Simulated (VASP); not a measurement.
Runs of VASP 6.6.1 on Na. The structure is that of space group Im-3m (No. 229), or close to it. The cells are those of the table. 

```csv
cell,gap on the mesh (eV),pressure (GPa)
"a = 3.668 Å, angles 108.3, 108.3, 111.9°, 1 atom",none,-0.3
"a = 3.686 Å, angles 109.9, 109.9, 108.7°, 1 atom",none,-0.3
"a = 3.704 Å, angles 109.1, 109.1, 110.3°, 1 atom",none,(a)
"a = 3.686 Å, angles 108.7, 108.7, 111.1°, 1 atom",none,-0.3
"a = 3.705 Å, angles 110.3, 110.3, 107.9°, 1 atom",none,-0.4
```

Alike in all rows: task single point; level PBE; potentials or basis VASP PAW PBE potentials, release 64 (Na_pv); no spin polarisation; k mesh 16 × 16 × 16; cutoff (eV) 520; smearing gaussian 0.15 eV.

Estimate the missing entries.

(a) -0.5.

A gap of «none» marks levels without a gap at the run's occupations.
